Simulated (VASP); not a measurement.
# AlN (F-43m) in VASP: notebook

Runs on AlN. Level: PBEsol-based global hybrid with 25 % exact exchange. Tasks: single point.

Program: VASP 6.6.1. These are calculated values, not measurements. Logs are shortened: lines on timing, memory, paths and dates and some standing lists are left out, and cuts for length are marked.

### 1 The cell of the first run

The structure is cubic, space group F-43m (No. 216). Conventional cell: a = 4.368 Å, b = 4.368 Å, c = 4.368 Å, α = 90.00°, β = 90.00°, γ = 90.00°. Al (site symmetry -43m) has 4 N at 1.89 Å within 2.5 Å. N (site symmetry -43m) has 4 Al at 1.89 Å within 2.5 Å.

### 2 Single point, PBEsol-based global hybrid with 25 % exact exchange

The input, POSCAR:

```
AlN
1.0
    0.0000000000      2.1839935596      2.1839935596
    2.1839935596      0.0000000000      2.1839935596
    2.1839935596      2.1839935596      0.0000000000
Al N
1 1
Direct
    0.0000000000      0.0000000000      0.0000000000
    0.2500000000      0.2500000000      0.2500000000
```

The input, INCAR.step1:

```
SYSTEM = AlN
PREC     = Accurate       ! precision mode
ENCUT    = 520            ! plane-wave cutoff, eV
EDIFF    = 1E-5           ! SCF threshold, eV
ISMEAR   = -1             ! smearing method
SIGMA    = 0.05           ! smearing width, eV
LREAL    = .FALSE.        ! projectors in reciprocal space
LASPH    = .TRUE.         ! aspherical terms in the spheres
NELM     = 60             ! most SCF steps
ALGO     = Normal         ! electronic algorithm
ISIF     = 2              ! what is computed and relaxed
LWAVE    = .TRUE.         ! write WAVECAR
LCHARG   = .FALSE.        ! write CHGCAR
GGA      = PE             ! functional
NBANDS   = 11             ! bands
```

The input, INCAR.step2:

```
SYSTEM = AlN
PREC     = Accurate       ! precision mode
ENCUT    = 520            ! plane-wave cutoff, eV
EDIFF    = 1E-7           ! SCF threshold, eV
ISMEAR   = -1             ! smearing method
SIGMA    = 0.05           ! smearing width, eV
LREAL    = .FALSE.        ! projectors in reciprocal space
LASPH    = .TRUE.         ! aspherical terms in the spheres
NELM     = 60             ! most SCF steps
ALGO     = Normal         ! electronic algorithm
ISIF     = 2              ! what is computed and relaxed
LWAVE    = .FALSE.        ! write WAVECAR
LCHARG   = .FALSE.        ! write CHGCAR
GGA      = PS             ! functional
LHFCALC  = .TRUE.         ! exact exchange
AEXX     = 0.25           ! exact-exchange fraction
PRECFOCK = Normal       
ISTART   = 1            
NBANDS   = 11             ! bands
```

The input, KPOINTS:

```
Automatic mesh
0
G
  5 5 5
  0 0 0
```

Potentials or basis: VASP PAW PBE potentials, release 64 (Al, N).

Run with:

```
cat potpaw_PBE.64/Al/POTCAR potpaw_PBE.64/N/POTCAR > POTCAR
cp INCAR.step1 INCAR
mpirun -np 1 vasp_std > vasp.out
cp INCAR.step2 INCAR
mpirun -np 1 vasp_std > vasp.out
```

OUTCAR:

```text
SYSTEM = AlN
   PREC = Accurate
   ENCUT = 520
   EDIFF = 1E-7
   ISMEAR = -1
   LREAL = .FALSE.
   LASPH = .TRUE.
   NELM = 60
   ISIF = 2
   GGA = PS
   LHFCALC = .TRUE.
   AEXX = 0.25
   PRECFOCK = Normal
   ISTART = 1

 ion  position               nearest neighbor table
   1  0.000  0.000  0.000-   2 1.89   2 1.89   2 1.89   2 1.89
   2  0.250  0.250  0.250-   1 1.89   1 1.89   1 1.89   1 1.89

  LATTYP: Found a face centered cubic cell.
 ALAT       =     4.3679871192

  Lattice vectors:

 A1 = (   0.0000000000,   2.1839935596,   2.1839935596)
 A2 = (   2.1839935596,   0.0000000000,   2.1839935596)
 A3 = (   2.1839935596,   2.1839935596,   0.0000000000)

Analysis of symmetry for initial positions (statically):
=====================================================================
 Subroutine PRICEL returns:
 Original cell was already a primitive cell.

 Routine SETGRP: Setting up the symmetry group for a
 face centered cubic supercell.

 Subroutine GETGRP returns: Found 24 space group operations
 (whereof 24 operations were pure point group operations)
 out of a pool of 48 trial point group operations.

The static configuration has the point symmetry T_d .

Analysis of symmetry for dynamics (positions and initial velocities):
=====================================================================
 Subroutine PRICEL returns:
 Original cell was already a primitive cell.

 Routine SETGRP: Setting up the symmetry group for a
 face centered cubic supercell.

 Subroutine GETGRP returns: Found 24 space group operations
 (whereof 24 operations were pure point group operations)
 out of a pool of 48 trial point group operations.

The dynamic configuration has the point symmetry T_d .

 Subroutine INISYM returns: Found 24 space group operations
 (whereof 24 operations are pure point group operations),
 and found     1 'primitive' translations

----------------------------------------------------------------------------------------

                                     Primitive cell

  volume of cell :      20.8345

  direct lattice vectors                    reciprocal lattice vectors
     0.000000000  2.183993560  2.183993560    -0.228938404  0.228938404  0.228938404
     2.183993560  0.000000000  2.183993560     0.228938404 -0.228938404  0.228938404
     2.183993560  2.183993560  0.000000000     0.228938404  0.228938404 -0.228938404

  length of vectors
     3.088633312  3.088633312  3.088633312     0.396532948  0.396532948  0.396532948

  position of ions in fractional coordinates (direct lattice)
     0.000000000  0.000000000  0.000000000
     0.250000000  0.250000000  0.250000000

  ion indices of the primitive-cell ions
   primitive index   ion index
                 1           1
                 2           2

----------------------------------------------------------------------------------------

 KPOINTS: Automatic mesh

Automatic generation of k-mesh.
 Grid dimensions read from file:
 generate k-points for:    5    5    5

 Generating k-lattice:

  Cartesian coordinates                     Fractional coordinates (reciprocal lattice)
    -0.045787681  0.045787681  0.045787681     0.200000000  0.000000000  0.000000000
     0.045787681 -0.045787681  0.045787681     0.000000000  0.200000000  0.000000000
     0.045787681  0.045787681 -0.045787681     0.000000000  0.000000000  0.200000000

  Length of vectors
     0.079306590  0.079306590  0.079306590

  Shift w.r.t. Gamma in fractional coordinates (k-lattice)
     0.000000000  0.000000000  0.000000000

 Subroutine IBZKPT returns following result:
 ===========================================

 Found     10 irreducible k-points:

 Following reciprocal coordinates:
            Coordinates               Weight
  0.000000  0.000000  0.000000      1.000000
  0.200000  0.000000  0.000000      8.000000
  0.400000  0.000000  0.000000      8.000000
  0.200000  0.200000  0.000000      6.000000
  0.400000  0.200000  0.000000     24.000000
 -0.400000  0.200000  0.000000     24.000000
 -0.200000  0.200000  0.000000     12.000000
  0.400000  0.400000  0.000000      6.000000
 -0.400000  0.400000  0.000000     12.000000
 -0.400000  0.400000  0.200000     24.000000
   k-points           NKPTS =     10   k-points in BZ     NKDIM =    125   number of bands    NBANDS=     11
   number of dos      NEDOS =    301   number of ions     NIONS =      2
   total plane-waves  NPLWV =  13824
   dimension x,y,z NGX =    24 NGY =   24 NGZ =   24
   dimension x,y,z NGXF=    48 NGYF=   48 NGZF=   48
   ions per type =               1   1
   NGX,Y,Z   is equivalent  to a cutoff of  12.92, 12.92, 12.92 a.u.
   NGXF,Y,Z  is equivalent  to a cutoff of  25.84, 25.84, 25.84 a.u.
 SYSTEM =  AlN
   PREC   = accura    normal or accurate (medium, high low for compatibility)
   ISTART =      1    job   : 0-new  1-cont  2-samecut
   ICHARG =      0    charge: 1-file 2-atom 10-const
   ISPIN  =      1    spin polarized calculation?
   LNONCOLLINEAR =      F non collinear calculations
   LSORBIT =      F    spin-orbit coupling
   LASPH  =      T    aspherical Exc in radial PAW
   ENCUT  =  520.0 eV  38.22 Ry    6.18 a.u.   5.74  5.74  5.74*2*pi/ulx,y,z
   NELM   =     60;   NELMIN=  2; NELMDL=  0     # of ELM steps
   EDIFF  = 0.1E-06   stopping-criterion for ELM
   LREAL  =      F    real-space projection
   EDIFFG = 0.1E-05   stopping-criterion for IOM
   NSW    =      0    number of steps for IOM
   IBRION =     -1    ionic relax: 0-MD 1-quasi-New 2-CG
   NFREE  =      0    steps in history (QN), initial steepest desc. (CG)
   ISIF   =      2    stress and relaxation
   ISYM   =      3    0-nonsym 1-usesym 2-fastsym
   POTIM  = 0.5000    time-step for ionic-motion
   TEBEG  =    0.0;   TEEND  =   0.0 temperature during run
   PSTRESS=    0.0 pullay stress
   NELECT =       8.0000    total number of electrons
   NUPDOWN=      -1.0000    fix difference up-down
   EMIN   =  10.00;   EMAX   =-10.00  energy-range for DOS
   EFERMI =   0.00;   METHOD = LEGACY
   ISMEAR =    -1;   SIGMA  =   0.05  broadening in eV -4-tet -1-fermi 0-gaus
   EFERMI_NEDOS =   21; number of points for ismear=-14 and -15
   IALGO  =     38    algorithm
   IMIX   =      1    mixing-type and parameters
     AMIX     =   0.40;   BMIX     =  1.00
     AMIX_MAG =   1.60;   BMIX_MAG =  1.00
  volume/ion in A,a.u.               =      10.42        70.30
  Fermi-wavevector in a.u.,A,eV,Ry     =   1.189899  2.248583 19.263943  1.415860
  Thomas-Fermi vector in A             =   2.325996
   LORBIT       =      0    0 simple, 1 ext, 2 COOP (PROOUT), +10 PAW based schemes
   GGA     = PS    functional components
   LHFCALC =     T    Hartree Fock is set to
   PRECFOCK=normal    Normal, Fast or Accurate (Low or Medium for compatibility)
   ENCUT4O =  -1.0   cutoff for four orbital integrals eV
   NKREDX  =     1    reduce k-point grid by
   NKREDY  =     1    reduce k-point grid by
   NKREDZ  =     1    reduce k-point grid by
   AEXX    =    0.2500 exact exchange contribution
   HFSCREEN=    0.0000 screening length (either q_TF or 0.3 A-1)
   HFSCREENC=   0.0000 screening length for correlation (either q_TF or 0.3 A-1)
   ENCUTFOCK=  -1.0 apply spherical cutoff to Coloumb kernel
   IVDW    =     0    specifies the selected vdW correction
   LEPSILON=     F    determine dielectric tensor
   LRPA    =     F    only Hartree local field effects (RPA)
 non-spin polarized calculation
  energy-cutoff  :      520.00
  volume of cell :       20.83
 maximum number of plane-waves:       568
  NGX = 18; NGY = 18; NGZ = 18

 number of electron       8.0000000 magnetization

 Free energy of the ion-electron system (eV)
  ---------------------------------------------------
  ext. energy  EPLUGINS =         0.00000000
  ---------------------------------------------------
  free energy    TOTEN  =       -18.88743940 eV

  energy without entropy =      -18.88743940  energy(sigma->0) =      -18.88743940

 E-fermi :   5.6141     XC(G=0):  -8.7534

 val. band max:        4.5748580264   @ k =   0.0000   0.0000   0.0000
 cond. band min:      10.4210849031   @ k =   0.4000   0.4000   0.0000
 fundamental gap:      5.8462268767
 Fermi energy:         5.6141422733

 k-point     1 :       0.0000    0.0000    0.0000
  band No.  band energies     occupation
      1     -11.9038      2.00000
      2       4.5749      2.00000
      3       4.5749      2.00000
      4       4.5749      2.00000
      5      10.8535      0.00000
      6      19.5414      0.00000
      7      19.5414      0.00000
      8      19.5414      0.00000
      9      24.8988      0.00000
     10      24.8988      0.00000
     11      26.2504      0.00000

 k-point     2 :       0.2000    0.0000    0.0000
  band No.  band energies     occupation
      1     -11.2942      2.00000
      2       1.9644      2.00000
      3       4.3734      2.00000
      4       4.3734      2.00000
      5      12.7393      0.00000
      6      18.3614      0.00000
      7      19.6245      0.00000
      8      19.6245      0.00000
      9      22.9820      0.00000
     10      22.9820      0.00000
     11      24.4422      0.00000

 k-point     3 :       0.4000    0.0000    0.0000
  band No.  band energies     occupation
      1      -9.9839      2.00000
      2      -1.2853      2.00000
      3       4.0826      2.00000
      4       4.0826      2.00000
      5      14.0488      0.00000
      6      17.1278      0.00000
      7      18.2715      0.00000
      8      18.2715      0.00000
      9      24.7947      0.00000
     10      26.0937      0.00000
     11      26.0937      0.00000
[... 71 lines left out ...]
 k-point     9 :      -0.4000    0.4000    0.0000
  band No.  band energies     occupation
      1      -8.9878      2.00000
      2      -0.3424      2.00000
      3       1.0872      2.00000
      4       2.8996      2.00000
      5      11.2237      0.00000
      6      16.6344      0.00000
      7      20.7314      0.00000
      8      21.8807      0.00000
      9      22.4042      0.00000
     10      28.1903      0.00000
     11      32.1002      0.00000

 k-point    10 :      -0.4000    0.4000    0.2000
  band No.  band energies     occupation
      1      -9.1761      2.00000
      2      -0.1892      2.00000
      3       1.3527      2.00000
      4       2.5242      2.00000
      5      12.8137      0.00000
      6      17.6455      0.00000
      7      18.3731      0.00000
      8      20.6729      0.00000
      9      23.9096      0.00000
     10      26.4892      0.00000
     11      32.1818      0.00000

------------------------ aborting loop because EDIFF is reached ----------------------------------------

  FORCE on cell =-STRESS in cart. coord.  units (eV):
  Direction    XX          YY          ZZ          XY          YZ          ZX
  --------------------------------------------------------------------------------------
  -------------------------------------------------------------------------------------
  Total       -0.3715468     -0.3715468     -0.3715468      0.0000000      0.0000000      0.0000000
  in kB      -28.5719599    -28.5719599    -28.5719599      0.0000000      0.0000000      0.0000000
  external PRESSURE =     -28.5719599 kB  Pullay stress =       0.0000000 kB

 VOLUME and BASIS-vectors are now :
 -----------------------------------------------------------------------------
  energy-cutoff  :      520.00
  volume of cell :       20.83
      direct lattice vectors                 reciprocal lattice vectors
     0.000000000  2.183993560  2.183993560    -0.228938404  0.228938404  0.228938404
     2.183993560  0.000000000  2.183993560     0.228938404 -0.228938404  0.228938404
     2.183993560  2.183993560  0.000000000     0.228938404  0.228938404 -0.228938404

 POSITION                                       TOTAL-FORCE (eV/Angst)
 -----------------------------------------------------------------------------------
      0.00000      0.00000      0.00000         0.000000     -0.000000     -0.000000
      1.09200      1.09200      1.09200        -0.000000      0.000000      0.000000
 -----------------------------------------------------------------------------------
    total drift:                                0.000000      0.000000      0.000000

  FREE ENERGIE OF THE ION-ELECTRON SYSTEM (eV)
  ---------------------------------------------------
  free  energy   TOTEN  =       -18.8874394011 eV

  energy  without entropy=      -18.8874394010  energy(sigma->0) =      -18.88743940
```

Wall time 4.6 min (1 thread of AMD EPYC 7R43 (Zen 3), shared host); peak memory 0.1 GiB.

Results:

| Quantity | Value |
| --- | --- |
| Free energy | -18.8874 eV |
| Pressure | -2.9 GPa |
| Band gap on the k mesh | 5.85 eV (least direct gap 6.28 eV) |

Caveat: the k points lie up to 0.50 Å⁻¹ apart; the PAW data sets were made with another functional, which shifts forces and pressure a little; an odd mesh through Γ misses points on the zone boundary, where band edges can lie.

### 3 Single point, PBEsol-based global hybrid with 25 % exact exchange

This run uses another cell than the first one, of 10.63 Å³/atom.

The input, POSCAR:

```
AlN
1.0
    0.0000000000      2.1984575146      2.1984575146
    2.1984575146      0.0000000000      2.1984575146
    2.1984575146      2.1984575146      0.0000000000
Al N
1 1
Direct
    0.0000000000      0.0000000000      0.0000000000
    0.2500000000      0.2500000000      0.2500000000
```

The input, INCAR.step1:

```
  ALGO = Normal
  EDIFF = 1E-5
  ENCUT = 520
  GGA = PE
  ISIF = 2
  ISMEAR = -1
  LASPH = True
  LREAL = False
  LWAVE = True
  NBANDS = 11
  NELM = 80
  PREC = Accurate
  SIGMA = 0.05
```

The input, INCAR.step2:

```
  AEXX = 0.25
  ALGO = Normal
  EDIFF = 1E-7
  ENCUT = 520
  GGA = PS
  ISIF = 2
  ISMEAR = -1
  ISTART = 1
  LASPH = True
  LCHARG = True
  LELF = True
  LHFCALC = True
  LREAL = False
  LVHAR = True
  LWAVE = False
  NBANDS = 11
  NELM = 80
  PREC = Accurate
  PRECFOCK = Normal
  SIGMA = 0.05
```

The input, KPOINTS:

```
k-points
0
Gamma
  5 5 5
```

Potentials or basis: VASP PAW PBE potentials, release 64 (Al, N).

Run with:

```
cat potpaw_PBE.64/Al/POTCAR potpaw_PBE.64/N/POTCAR > POTCAR
cp INCAR.step1 INCAR
mpirun -np 1 vasp_std > vasp.out
cp INCAR.step2 INCAR
mpirun -np 1 vasp_std > vasp.out
```

Run time: 5.4 min. Hardware: 1 thread of AMD EPYC 7R43 (Zen 3), shared host; peak memory 0.1 GiB.

Results (log left out):

| Property | Result |
| --- | --- |
| Free energy | -18.8750 eV |
| Pressure | -6.8 GPa |
| Band gap on the k mesh | 5.81 eV (least direct gap 6.08 eV) |

Levels at points of the mesh, in eV from the valence-band top:
| k point | band 1 | band 2 | band 3 | band 4 | band 5 | band 6 | band 7 | band 8 |
| --- | --- | --- | --- | --- | --- | --- | --- | --- |
| (0.00, 0.00, 0.00) | -16.36 | 0.00 | 0.00 | 0.00 | 6.08 | 14.76 | 14.76 | 14.76 |

Caveat: the k points lie up to 0.50 Å⁻¹ apart; the PAW data sets were made with another functional, which shifts forces and pressure a little; an odd mesh through Γ misses points on the zone boundary, where band edges can lie.
